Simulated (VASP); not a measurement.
# GaSb (F-43m) in VASP: a series of runs

GaSb is run at these levels: BLYP, PBE, r2SCANh+D4; tasks: density of states, elastic constants, electric field gradients.

Everything below comes from runs of VASP 6.6.1. Logs are shortened: lines on timing, memory, paths and dates and some standing lists are left out, and cuts for length are marked.

## Step 1: The cell of the first run

Symmetry: F-43m, No. 216, cubic system. The conventional cell has a = 6.118 Å, b = 6.118 Å, c = 6.118 Å, α = 90.00°, β = 90.00°, γ = 90.00°. Within 3.5 Å of Sb (site symmetry -43m) lie 4 Ga at 2.65 Å. Ga (site symmetry -43m) has 4 Sb at 2.65 Å within 3.5 Å.

## Step 2: Density of states, BLYP

Contents of POSCAR:

```
GaSb
1.0
    0.0000000000      3.0590000000      3.0590000000
    3.0590000000      0.0000000000      3.0590000000
    3.0590000000      3.0590000000      0.0000000000
Sb Ga
1 1
Direct
    0.7500000000      0.7500000000      0.7500000000
    0.0000000000      0.0000000000      0.0000000000
```

Contents of INCAR.step1:

```
PREC     = Accurate       # precision mode
ENCUT    = 520            # plane-wave cutoff, eV
EDIFF    = 1E-7           # SCF threshold, eV
ISMEAR   = -1             # smearing method
SIGMA    = 0.05           # smearing width, eV
LREAL    = F              # projectors in reciprocal space
LASPH    = T              # aspherical terms in the spheres
NELM     = 80             # most SCF steps
ALGO     = Normal         # electronic algorithm
ISIF     = 2              # what is computed and relaxed
LWAVE    = F              # write WAVECAR
LCHARG   = T              # write CHGCAR
GGA      = B5             # functional
ALDAX    = 1.0          
AGGAX    = 1.0          
AGGAC    = 1.0          
ALDAC    = 0.0          
NBANDS   = 16             # bands
```

Contents of KPOINTS.step1:

```
regular mesh
0
Gamma
  4 4 4
```

Contents of INCAR.step2:

```
PREC     = Accurate       # precision mode
ENCUT    = 520            # plane-wave cutoff, eV
EDIFF    = 1E-7           # SCF threshold, eV
ISMEAR   = -5             # smearing method
SIGMA    = 0.05           # smearing width, eV
LREAL    = F              # projectors in reciprocal space
LASPH    = T              # aspherical terms in the spheres
NELM     = 80             # most SCF steps
ALGO     = Normal         # electronic algorithm
ISIF     = 2              # what is computed and relaxed
LWAVE    = F              # write WAVECAR
LCHARG   = F              # write CHGCAR
GGA      = B5             # functional
ALDAX    = 1.0          
AGGAX    = 1.0          
AGGAC    = 1.0          
ALDAC    = 0.0          
LORBIT   = 11             # projections on sites
NBANDS   = 16             # bands
NEDOS    = 1001           # points of the DOS
ICHARG   = 11             # starting density
```

Contents of KPOINTS.step2:

```
regular mesh
0
Gamma
  6 6 6
```

Potentials or basis: VASP PAW PBE potentials, release 64 (Sb, Ga_d).

On the command line:

```
cat potpaw_PBE.64/Sb/POTCAR potpaw_PBE.64/Ga_d/POTCAR > POTCAR
cp INCAR.step1 INCAR
cp KPOINTS.step1 KPOINTS
mpirun -np 1 vasp_std > vasp.out
cp INCAR.step2 INCAR
cp KPOINTS.step2 KPOINTS
mpirun -np 1 vasp_std > vasp.out
```

OUTCAR:

```text
PREC = Accurate
   ENCUT = 520
   EDIFF = 1E-7
   ISMEAR = -5
   LREAL = F
   LASPH = T
   NELM = 80
   ISIF = 2
   GGA = B5
   LORBIT = 11
   ICHARG = 11

 ion  position               nearest neighbor table
   1  0.750  0.750  0.750-   2 2.65   2 2.65   2 2.65   2 2.65
   2  0.000  0.000  0.000-   1 2.65   1 2.65   1 2.65   1 2.65

  LATTYP: Found a face centered cubic cell.
 ALAT       =     6.1180000000

  Lattice vectors:

 A1 = (   0.0000000000,   3.0590000000,   3.0590000000)
 A2 = (   3.0590000000,   0.0000000000,   3.0590000000)
 A3 = (   3.0590000000,   3.0590000000,   0.0000000000)

Analysis of symmetry for initial positions (statically):
=====================================================================
 Subroutine PRICEL returns:
 Original cell was already a primitive cell.

 Routine SETGRP: Setting up the symmetry group for a
 face centered cubic supercell.

 Subroutine GETGRP returns: Found 24 space group operations
 (whereof 24 operations were pure point group operations)
 out of a pool of 48 trial point group operations.

The static configuration has the point symmetry T_d .

Analysis of symmetry for dynamics (positions and initial velocities):
=====================================================================
 Subroutine PRICEL returns:
 Original cell was already a primitive cell.

 Routine SETGRP: Setting up the symmetry group for a
 face centered cubic supercell.

 Subroutine GETGRP returns: Found 24 space group operations
 (whereof 24 operations were pure point group operations)
 out of a pool of 48 trial point group operations.

The dynamic configuration has the point symmetry T_d .

 Subroutine INISYM returns: Found 24 space group operations
 (whereof 24 operations are pure point group operations),
 and found     1 'primitive' translations

----------------------------------------------------------------------------------------

                                     Primitive cell

  volume of cell :      57.2491

  direct lattice vectors                    reciprocal lattice vectors
     0.000000000  3.059000000  3.059000000    -0.163452109  0.163452109  0.163452109
     3.059000000  0.000000000  3.059000000     0.163452109 -0.163452109  0.163452109
     3.059000000  3.059000000  0.000000000     0.163452109  0.163452109 -0.163452109
[... 79 lines left out ...]
   EDIFFG = 0.1E-05   stopping-criterion for IOM
   NSW    =      0    number of steps for IOM
   IBRION =     -1    ionic relax: 0-MD 1-quasi-New 2-CG
   NFREE  =      0    steps in history (QN), initial steepest desc. (CG)
   ISIF   =      2    stress and relaxation
   ISYM   =      2    0-nonsym 1-usesym 2-fastsym
   POTIM  = 0.5000    time-step for ionic-motion
   TEBEG  =    0.0;   TEEND  =   0.0 temperature during run
   PSTRESS=    0.0 pullay stress
   NELECT =      18.0000    total number of electrons
   NUPDOWN=      -1.0000    fix difference up-down
   EMIN   =  10.00;   EMAX   =-10.00  energy-range for DOS
   EFERMI =   0.00;   METHOD = LEGACY
   ISMEAR =    -5;   SIGMA  =   0.05  broadening in eV -4-tet -1-fermi 0-gaus
   EFERMI_NEDOS =   21; number of points for ismear=-14 and -15
   IALGO  =     38    algorithm
   IMIX   =      4    mixing-type and parameters
     AMIX     =   0.40;   BMIX     =  1.00
     AMIX_MAG =   1.60;   BMIX_MAG =  1.00
  volume/ion in A,a.u.               =      28.62       193.17
  Fermi-wavevector in a.u.,A,eV,Ry     =   1.113208  2.103657 16.860766  1.239231
  Thomas-Fermi vector in A             =   2.249790
   LORBIT       =     11    0 simple, 1 ext, 2 COOP (PROOUT), +10 PAW based schemes
   GGA     = B5    functional components
   LHFCALC =     F    Hartree Fock is set to
   AEXX    =    0.0000 exact exchange contribution
   IVDW    =     0    specifies the selected vdW correction
   LEPSILON=     F    determine dielectric tensor
   LRPA    =     F    only Hartree local field effects (RPA)
 non-spin polarized calculation
 Fermi weights with tetrahedron method with Bloechl corrections
  energy-cutoff  :      520.00
  volume of cell :       57.25
 maximum number of plane-waves:      1572

 number of electron      17.9999986 magnetization

 Free energy of the ion-electron system (eV)
  ---------------------------------------------------
  ext. energy  EPLUGINS =         0.00000000
  ---------------------------------------------------
  free energy    TOTEN  =        -5.98667796 eV

  energy without entropy =       -5.98667796  energy(sigma->0) =       -5.98667796

 E-fermi :   5.3394     XC(G=0):  -8.5007

 val. band max:        5.3387472890   @ k =   0.0000   0.0000   0.0000
 cond. band min:       5.3387496825   @ k =   0.0000   0.0000   0.0000
 fundamental gap:      0.0000023935
 Fermi energy:         5.3394368129

 k-point     1 :       0.0000    0.0000    0.0000
  band No.  band energies     occupation
      1      -9.7835      2.00000
      2      -9.7835      2.00000
      3      -9.7835      2.00000
      4      -9.7336      2.00000
      5      -9.7336      2.00000
      6      -6.1507      2.00000
[... 281 lines left out ...]
      3      -9.7604      2.00000
      4      -9.7413      2.00000
      5      -9.7319      2.00000
      6      -3.6766      2.00000
[... 8 lines left out ...]
     15      15.4016      0.00000
     16      16.7838      0.00000

------------------------ aborting loop because EDIFF is reached ----------------------------------------

  FORCE on cell =-STRESS in cart. coord.  units (eV):
  Direction    XX          YY          ZZ          XY          YZ          ZX
  --------------------------------------------------------------------------------------
  -------------------------------------------------------------------------------------
  Total        1.8771287      1.8771287      1.8771287      0.0000000     -0.0000000      0.0000000
  in kB       52.5334844     52.5334844     52.5334844      0.0000000     -0.0000000      0.0000000
  external PRESSURE =      52.5334844 kB  Pullay stress =       0.0000000 kB

 VOLUME and BASIS-vectors are now :
 -----------------------------------------------------------------------------
  energy-cutoff  :      520.00
  volume of cell :       57.25
      direct lattice vectors                 reciprocal lattice vectors
     0.000000000  3.059000000  3.059000000    -0.163452109  0.163452109  0.163452109
     3.059000000  0.000000000  3.059000000     0.163452109 -0.163452109  0.163452109
     3.059000000  3.059000000  0.000000000     0.163452109  0.163452109 -0.163452109

 POSITION                                       TOTAL-FORCE (eV/Angst)
 -----------------------------------------------------------------------------------
      4.58850      4.58850      4.58850         0.000000      0.000000      0.000000
      0.00000      0.00000      0.00000        -0.000000     -0.000000     -0.000000
 -----------------------------------------------------------------------------------
    total drift:                               -0.000001     -0.000001     -0.000001

  FREE ENERGIE OF THE ION-ELECTRON SYSTEM (eV)
  ---------------------------------------------------
  free  energy   TOTEN  =        -5.9866779637 eV

  energy  without entropy=       -5.9866779637  energy(sigma->0) =       -5.98667796

 total charge

# of ion       s       p       d       tot
------------------------------------------
    1        1.144   1.357   0.027   2.527
    2        0.923   0.769   9.965  11.657
--------------------------------------------------
tot          2.067   2.127   9.991  14.184
```

OUTCAR.step1:

```text
PREC = Accurate
   ENCUT = 520
   EDIFF = 1E-7
   ISMEAR = -1
   LREAL = F
[... 354 lines left out ...]
      4.58850      4.58850      4.58850        -0.000000     -0.000000     -0.000000
      0.00000      0.00000      0.00000         0.000000      0.000000      0.000000
 -----------------------------------------------------------------------------------
    total drift:                               -0.000001     -0.000001     -0.000001

  FREE ENERGIE OF THE ION-ELECTRON SYSTEM (eV)
  ---------------------------------------------------
  free  energy   TOTEN  =        -5.8287436340 eV

  energy  without entropy=       -5.8254741028  energy(sigma->0) =       -5.82710887
```

OSZICAR.step1:

```text
N       E                     dE             d eps       ncg     rms          rms(c)
DAV:   1     0.802988236963E+02    0.80299E+02   -0.90256E+03   264   0.135E+03
DAV:   2     0.397802503695E+00   -0.79901E+02   -0.76144E+02   288   0.278E+02
DAV:   3    -0.581805261976E+01   -0.62159E+01   -0.61973E+01   312   0.636E+01
DAV:   4    -0.592812830590E+01   -0.11008E+00   -0.11005E+00   328   0.908E+00
DAV:   5    -0.593052609358E+01   -0.23978E-02   -0.23977E-02   312   0.129E+00    0.318E+00
DAV:   6    -0.585349730257E+01    0.77029E-01   -0.91318E-02   360   0.433E+00    0.189E+00
DAV:   7    -0.582779616893E+01    0.25701E-01   -0.66657E-02   312   0.179E+00    0.395E-01
DAV:   8    -0.582839817539E+01   -0.60201E-03   -0.58299E-03   304   0.796E-01    0.115E-01
DAV:   9    -0.582872157106E+01   -0.32340E-03   -0.66329E-04   312   0.237E-01    0.328E-02
DAV:  10    -0.582873172836E+01   -0.10157E-04   -0.29462E-05   320   0.384E-02    0.119E-02
DAV:  11    -0.582874356468E+01   -0.11836E-04   -0.11310E-05   304   0.313E-02    0.664E-03
DAV:  12    -0.582874367826E+01   -0.11359E-06   -0.33361E-07   352   0.638E-03    0.117E-03
DAV:  13    -0.582874363403E+01    0.44235E-07   -0.33901E-08   240   0.149E-03
   1 F= -.58287436E+01 E0= -.58271089E+01  d E =-.326953E-02
```

Run time: 47 s. Hardware: 1 thread of Intel Xeon 8259CL, shared host; peak memory 0.18 GiB.

What came out:

| Property | Result |
| --- | --- |
| Valence electrons inside the program's atomic spheres | Sb 2.53; Ga 11.66 |

Caveat: the k points lie up to 0.44 Å⁻¹ apart; the PAW data sets were made with another functional, which shifts forces and pressure a little; spin-orbit coupling is left out, which moves the levels of the heavy elements; tetrahedron occupations give inexact forces and stress in metals.

## Step 3: Elastic constants, PBE

Contents of INCAR:

```
SYSTEM = GaSb
  PREC = Accurate
  ENCUT = 600
  EDIFF = 1E-8
  ISMEAR = -1
  SIGMA = 0.05
  LREAL = .FALSE.
  LASPH = .TRUE.
  NELM = 80
  ALGO = Normal
  ISIF = 3
  LWAVE = .FALSE.
  LCHARG = .FALSE.
  GGA = PE
  NBANDS = 16
  IBRION = 6
  NFREE = 2
  POTIM = 0.015
  NSW = 1
```

Contents of KPOINTS:

```
regular mesh
0
G
  6 6 6
  0 0 0
```

POSCAR is that of step 2.

Potentials or basis: VASP PAW PBE potentials, release 64 (Sb, Ga_d).

On the command line:

```
cat potpaw_PBE.64/Sb/POTCAR potpaw_PBE.64/Ga_d/POTCAR > POTCAR
mpirun -np 1 vasp_std > vasp.out
```

Run time: 6.5 min. Hardware: 1 thread of Intel Xeon Platinum 8488C (Sapphire Rapids), shared host; peak memory 0.3 GiB.

It converged, with:

```
Elastic constants C11, C12, C44                         : 78, 37, 35 GPa
Voigt bulk modulus                                      : 51 GPa
Highest phonon frequency at Γ, LO-TO splitting left out : 218 cm⁻¹
```

Phonon frequencies in cm⁻¹ (negative: imaginary):
| q point | frequencies |
| --- | --- |
| (0.000, 0.000, 0.000) | 0 0 0 218 218 218 |

Elastic tensor in Voigt notation (GPa, in the Cartesian axes of the cell as first typed):
```
78 37 37  0  0  0
37 78 37  0  0  0
37 37 78  0  0  0
 0  0  0 35  0  0
 0  0  0  0 35  0
 0  0  0  0  0 35
```

Clamped-ion elastic tensor (GPa):
```
78 37 37  0  0  0
37 78 37  0  0  0
37 37 78  0  0  0
 0  0  0 57  0  0
 0  0  0  0 57  0
 0  0  0  0  0 57
```

Caveat: the cell is under stress, which shifts elastic constants; spin-orbit coupling is left out, which moves the levels of the heavy elements.

(Continued in part 2 of 2.)
